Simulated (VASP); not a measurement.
# YSi2 (P6/mmm) in VASP: single point with LDA

Aim: the single point of YSi2 with LDA.

All numbers are computed with VASP 6.6.1; they aren't measurements. Logs are shortened: lines on timing, memory, paths and dates and some standing lists are left out, and cuts for length are marked.

### Step 1. The cell of the first run

It takes space group P6/mmm (No. 191, hexagonal). The conventional cell has a = 4.034 Å, b = 4.034 Å, c = 3.860 Å, α = 90.00°, β = 90.00°, γ = 120.00°. Y (site symmetry 6/mmm) has 12 Si at 3.02 Å and 2 Y at 3.86 Å within 4.0 Å. Within 3.1 Å of Si (site symmetry -6m2) lie 3 Si at 2.33 Å and 6 Y at 3.02 Å.

### Step 2. Single point, LDA

Contents of INCAR:

```
  PREC = Accurate
  ENCUT = 520
  EDIFF = 1E-6
  ISMEAR = 0
  SIGMA = 0.1
  LREAL = F
  LASPH = T
  NELM = 60
  ALGO = Normal
  ISIF = 2
  LWAVE = F
  LCHARG = F
  GGA = CA
  NBANDS = 16
```

Contents of KPOINTS:

```
regular mesh
0
Gamma
  12 12 10
```

Contents of POSCAR:

```
YSi2
1.0
    4.0339531674      0.0000000000      0.0000000000
   -2.0169765837      3.4935059206      0.0000000000
    0.0000000000      0.0000000000      3.8603950164
Y Si
1 2
Direct
    0.0000000000      0.0000000000      0.0000000000
    0.3333333333      0.6666666667      0.5000000000
    0.6666666667      0.3333333333      0.5000000000
```

Potentials or basis: VASP PAW LDA potentials, release 64 (Y_sv, Si).

On the command line:

```
cat potpaw_LDA.64/Y_sv/POTCAR potpaw_LDA.64/Si/POTCAR > POTCAR
mpirun -np 1 vasp_std > vasp.out
```

OUTCAR:

```text
PREC = Accurate
   ENCUT = 520
   EDIFF = 1E-6
   ISMEAR = 0
   LREAL = F
   LASPH = T
   NELM = 60
   ISIF = 2
   GGA = CA

 ion  position               nearest neighbor table
   1  0.000  0.000  0.000-   2 3.02   3 3.02   2 3.02   3 3.02   2 3.02   2 3.02   3 3.02   3 3.02
                             3 3.02   3 3.02   2 3.02   2 3.02
   2  0.333  0.667  0.500-   3 2.33   3 2.33   3 2.33   1 3.02   1 3.02   1 3.02   1 3.02   1 3.02
                             1 3.02
   3  0.667  0.333  0.500-   2 2.33   2 2.33   2 2.33   1 3.02   1 3.02   1 3.02   1 3.02   1 3.02
                             1 3.02

  LATTYP: Found a hexagonal cell.
 ALAT       =     4.0339531674
 C/A-ratio  =     0.9569756654

  Lattice vectors:

 A1 = (   4.0339531674,   0.0000000000,   0.0000000000)
 A2 = (  -2.0169765837,   3.4935059206,   0.0000000000)
 A3 = (   0.0000000000,   0.0000000000,   3.8603950164)

Analysis of symmetry for initial positions (statically):
=====================================================================
 Subroutine PRICEL returns:
 Original cell was already a primitive cell.

 Routine SETGRP: Setting up the symmetry group for a
 hexagonal supercell.

 Subroutine GETGRP returns: Found 24 space group operations
 (whereof 24 operations were pure point group operations)
 out of a pool of 24 trial point group operations.

The static configuration has the point symmetry D_6h.

Analysis of symmetry for dynamics (positions and initial velocities):
=====================================================================
 Subroutine PRICEL returns:
 Original cell was already a primitive cell.

 Routine SETGRP: Setting up the symmetry group for a
 hexagonal supercell.

 Subroutine GETGRP returns: Found 24 space group operations
 (whereof 24 operations were pure point group operations)
 out of a pool of 24 trial point group operations.

The dynamic configuration has the point symmetry D_6h.

 Subroutine INISYM returns: Found 24 space group operations
 (whereof 24 operations are pure point group operations),
 and found     1 'primitive' translations

----------------------------------------------------------------------------------------

                                     Primitive cell

  volume of cell :      54.4032

  direct lattice vectors                    reciprocal lattice vectors
     4.033953167  0.000000000  0.000000000     0.247895788  0.143122700  0.000000000
    -2.016976584  3.493505921  0.000000000     0.000000000  0.286245400  0.000000000
     0.000000000  0.000000000  3.860395016     0.000000000  0.000000000  0.259040848

  length of vectors
     4.033953167  4.033953167  3.860395016     0.286245400  0.286245400  0.259040848

  position of ions in fractional coordinates (direct lattice)
     0.000000000  0.000000000  0.000000000
     0.333333333  0.666666667  0.500000000
     0.666666667  0.333333333  0.500000000

  ion indices of the primitive-cell ions
   primitive index   ion index
                 1           1
                 2           2
                 3           3

----------------------------------------------------------------------------------------

 KPOINTS: regular mesh

Automatic generation of k-mesh.
 Grid dimensions read from file:
 generate k-points for:   12   12   10

 Generating k-lattice:

  Cartesian coordinates                     Fractional coordinates (reciprocal lattice)
     0.020657982  0.011926892  0.000000000     0.083333333  0.000000000  0.000000000
     0.000000000  0.023853783  0.000000000     0.000000000  0.083333333  0.000000000
     0.000000000  0.000000000  0.025904085     0.000000000  0.000000000  0.100000000

  Length of vectors
     0.023853783  0.023853783  0.025904085

  Shift w.r.t. Gamma in fractional coordinates (k-lattice)
     0.000000000  0.000000000  0.000000000

 Subroutine IBZKPT returns following result:
 ===========================================

 Found    114 irreducible k-points:

 Following reciprocal coordinates:
            Coordinates               Weight
  0.000000  0.000000  0.000000      1.000000
  0.083333 -0.000000  0.000000      6.000000
  0.166667 -0.000000  0.000000      6.000000
  0.250000 -0.000000  0.000000      6.000000
  0.333333 -0.000000  0.000000      6.000000
  0.416667  0.000000  0.000000      6.000000
[... 16 lines left out ...]
  0.250000 -0.000000  0.100000     12.000000
  0.333333 -0.000000  0.100000     12.000000
 [... further k-points ...]
   k-points           NKPTS =    114   k-points in BZ     NKDIM =    114   number of bands    NBANDS=     16
   number of dos      NEDOS =    301   number of ions     NIONS =      3
   total plane-waves  NPLWV =  27000
   dimension x,y,z NGX =    30 NGY =   30 NGZ =   30
   dimension x,y,z NGXF=    60 NGYF=   60 NGZF=   60
   ions per type =               1   2
   NGX,Y,Z   is equivalent  to a cutoff of  12.36, 12.36, 12.92 a.u.
   NGXF,Y,Z  is equivalent  to a cutoff of  24.73, 24.73, 25.84 a.u.
 SYSTEM =  unknown system
   PREC   = accura    normal or accurate (medium, high low for compatibility)
   ISTART =      0    job   : 0-new  1-cont  2-samecut
   ICHARG =      2    charge: 1-file 2-atom 10-const
   ISPIN  =      1    spin polarized calculation?
   LNONCOLLINEAR =      F non collinear calculations
   LSORBIT =      F    spin-orbit coupling
   LASPH  =      T    aspherical Exc in radial PAW
   ENCUT  =  520.0 eV  38.22 Ry    6.18 a.u.   7.50  7.50  7.18*2*pi/ulx,y,z
   NELM   =     60;   NELMIN=  2; NELMDL= -5     # of ELM steps
   EDIFF  = 0.1E-05   stopping-criterion for ELM
   LREAL  =      F    real-space projection
   EDIFFG = 0.1E-04   stopping-criterion for IOM
   NSW    =      0    number of steps for IOM
   IBRION =     -1    ionic relax: 0-MD 1-quasi-New 2-CG
   NFREE  =      0    steps in history (QN), initial steepest desc. (CG)
   ISIF   =      2    stress and relaxation
   ISYM   =      2    0-nonsym 1-usesym 2-fastsym
   POTIM  = 0.5000    time-step for ionic-motion
   TEBEG  =    0.0;   TEEND  =   0.0 temperature during run
   PSTRESS=    0.0 pullay stress
   NELECT =      19.0000    total number of electrons
   NUPDOWN=      -1.0000    fix difference up-down
   EMIN   =  10.00;   EMAX   =-10.00  energy-range for DOS
   EFERMI =   0.00;   METHOD = LEGACY
   ISMEAR =     0;   SIGMA  =   0.10  broadening in eV -4-tet -1-fermi 0-gaus
   EFERMI_NEDOS =   21; number of points for ismear=-14 and -15
   IALGO  =     38    algorithm
   IMIX   =      4    mixing-type and parameters
     AMIX     =   0.40;   BMIX     =  1.00
     AMIX_MAG =   1.60;   BMIX_MAG =  1.00
  volume/ion in A,a.u.               =      18.13       122.38
  Fermi-wavevector in a.u.,A,eV,Ry     =   1.152882  2.178630 18.083990  1.329136
  Thomas-Fermi vector in A             =   2.289529
   LORBIT       =      0    0 simple, 1 ext, 2 COOP (PROOUT), +10 PAW based schemes
   GGA     = CA    functional components
   LHFCALC =     F    Hartree Fock is set to
   AEXX    =    0.0000 exact exchange contribution
   IVDW    =     0    specifies the selected vdW correction
   LEPSILON=     F    determine dielectric tensor
   LRPA    =     F    only Hartree local field effects (RPA)
 non-spin polarized calculation
 Gauss-broadening in eV      SIGMA  =   0.10
  energy-cutoff  :      520.00
  volume of cell :       54.40
 maximum number of plane-waves:      1490
 NGX is ok and might be reduce to    30
   NGX = 15   NGY = 15   NGZ = 15

 number of electron      18.9999999 magnetization

 Free energy of the ion-electron system (eV)
  ---------------------------------------------------
  ext. energy  EPLUGINS =         0.00000000
  ---------------------------------------------------
  free energy    TOTEN  =       -20.75262886 eV

  energy without entropy =      -20.74343522  energy(sigma->0) =      -20.74803204

 E-fermi :   7.4129     XC(G=0): -10.9423

 val. band max:        7.4095698070   @ k =   0.0833  -0.0000   0.5000
 cond. band min:       7.4258009871   @ k =   0.1667   0.1667   0.5000
 fundamental gap:      0.0162311801
 Fermi energy:         7.4129333261

 k-point     1 :       0.0000    0.0000    0.0000
  band No.  band energies     occupation
      1     -34.8109      2.00000
      2     -14.9603      2.00000
      3     -14.9517      2.00000
      4     -14.9517      2.00000
      5      -4.8634      2.00000
      6       3.8565      2.00000
[... 8 lines left out ...]
     15      11.3935      0.00000
     16      11.3936      0.00000

 k-point     2 :       0.0833   -0.0000    0.0000
  band No.  band energies     occupation
      1     -34.8101      2.00000
      2     -14.9663      2.00000
      3     -14.9583      2.00000
      4     -14.9548      2.00000
      5      -4.7719      2.00000
      6       3.2648      2.00000
[... 8 lines left out ...]
     15      11.3671      0.00000
     16      11.5647      0.00000

 k-point     3 :       0.1667   -0.0000    0.0000
  band No.  band energies     occupation
      1     -34.8080      2.00000
      2     -15.0057      2.00000
      3     -14.9633      2.00000
      4     -14.9528      2.00000
      5      -4.5025      2.00000
      6       2.2052      2.00000
[... 8 lines left out ...]
     15      11.1998      0.00000
     16      12.0535      0.00000

 k-point     4 :       0.2500   -0.0000    0.0000
  band No.  band energies     occupation
      1     -34.8050      2.00000
      2     -15.0585      2.00000
      3     -14.9748      2.00000
      4     -14.9452      2.00000
      5      -4.0700      2.00000
      6       1.1129      2.00000
[... 8 lines left out ...]
     15      10.9834      0.00000
     16      12.4653      0.00000
[... 324 lines left out ...]
 k-point    22 :       0.1667   -0.0000    0.1000
  band No.  band energies     occupation
      1     -34.8069      2.00000
      2     -15.0038      2.00000
      3     -14.9753      2.00000
      4     -14.9610      2.00000
      5      -4.4203      2.00000
      6       2.2545      2.00000
[... 8 lines left out ...]
     15      10.8700      0.00000
     16      11.5971      0.00000

 k-point    23 :       0.2500   -0.0000    0.1000
  band No.  band energies     occupation
      1     -34.8040      2.00000
      2     -15.0553      2.00000
      3     -14.9724      2.00000
      4     -14.9673      2.00000
      5      -4.0021      2.00000
      6       1.1528      2.00000
[... 8 lines left out ...]
     15      11.2450      0.00000
     16      12.3822      0.00000

 k-point    24 :       0.3333   -0.0000    0.1000
  band No.  band energies     occupation
      1     -34.8010      2.00000
      2     -15.1061      2.00000
      3     -14.9837      2.00000
      4     -14.9589      2.00000
      5      -3.4494      2.00000
      6       0.1104      2.00000
[... 8 lines left out ...]
     15      11.9867      0.00000
     16      12.6248      0.00000

 [... further k-points ...]

------------------------ aborting loop because EDIFF is reached ----------------------------------------

  FORCE on cell =-STRESS in cart. coord.  units (eV):
  Direction    XX          YY          ZZ          XY          YZ          ZX
  --------------------------------------------------------------------------------------
  -------------------------------------------------------------------------------------
  Total        0.0137526      0.0137526      0.0085019      0.0000000      0.0000000      0.0000000
  in kB        0.4050145      0.4050145      0.2503826      0.0000000      0.0000000      0.0000000
  external PRESSURE =       0.3534705 kB  Pullay stress =       0.0000000 kB

 VOLUME and BASIS-vectors are now :
 -----------------------------------------------------------------------------
  energy-cutoff  :      520.00
  volume of cell :       54.40
      direct lattice vectors                 reciprocal lattice vectors
     4.033953167  0.000000000  0.000000000     0.247895788  0.143122700  0.000000000
    -2.016976584  3.493505921  0.000000000     0.000000000  0.286245400  0.000000000
     0.000000000  0.000000000  3.860395016     0.000000000  0.000000000  0.259040848

 POSITION                                       TOTAL-FORCE (eV/Angst)
 -----------------------------------------------------------------------------------
      0.00000      0.00000      0.00000         0.000000      0.000000      0.000000
     -0.00000      2.32900      1.93020         0.000000     -0.000000      0.000000
      2.01698      1.16450      1.93020        -0.000000      0.000000     -0.000000
 -----------------------------------------------------------------------------------
    total drift:                                0.000000     -0.000000      0.000000

  FREE ENERGIE OF THE ION-ELECTRON SYSTEM (eV)
  ---------------------------------------------------
  free  energy   TOTEN  =       -20.7526288578 eV

  energy  without entropy=      -20.7434352179  energy(sigma->0) =      -20.74803204
```

Wall time 2.1 min (1 thread of Intel Xeon Platinum 8259CL at 2.50GHz (Skylake/Cascade Lake), shared host); peak memory 0.24 GiB.

Results:

```yaml
Free_energy: -20.7526 eV
Pressure: 0.0 GPa
```

Levels at points of the mesh, in eV from the Fermi level:
| k point | band 7 | band 8 | band 9 | band 10 | band 11 | band 12 |
| --- | --- | --- | --- | --- | --- | --- |
| (0.00, 0.00, 0.00) | -3.56 | -1.98 | -1.49 | -1.18 | 1.09 | 1.09 |
| (0.50, 0.00, 0.00) | -3.95 | -2.75 | -2.34 | 1.14 | 1.62 | 2.88 |
| (0.00, 0.00, 0.50) | -2.53 | -2.53 | -1.29 | -1.29 | 0.05 | 0.49 |
| (0.50, 0.00, 0.50) | -4.63 | -3.49 | -3.24 | -0.21 | 3.64 | 3.66 |
